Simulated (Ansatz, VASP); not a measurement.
# In in VASP and in Ansatz

```
In
1.0
     3.42054    0.12056    0.05279
     1.58659    2.99997    0.01423
     1.10565    0.66517    8.11982
In
3
Direct
  0.77743 0.77821 0.66669
  0.54361 0.54405 0.33442
  0.01230 0.01107 0.99889
```

Change from the starting cell: the structure that the rattled cell fell into.

Alike in both runs: functional PBE; k mesh 6 × 6 × 2; occupations gaussian, width 0.1 eV; no spin polarisation.

Ansatz relaxed the structure, and its values are those at the end. VASP's run is a single point on that final structure, the one shown.

|  | VASP | Ansatz |
| --- | --- | --- |
| version | VASP 6.6.1 | Ansatz 0.2.0 |
| potentials or method | VASP PAW PBE potentials, release 64 (In_d), cutoff 520 eV | scalar-relativistic, plane waves, PAW |
| valence electrons in the cell | 39 | 39 |

```tsv
	VASP	Ansatz	Ansatz less VASP
gap on the k mesh at the Fermi level (eV)	none	none	-
pressure (GPa)	0.0	0.0	+0.04
rms of the force components (eV/Å)	0.006	0.006	+0.0001
```

A gap of «none» marks a metal or a gap that the smearing closes.

The k mesh is coarse, so the values compare programs but aren't converged.
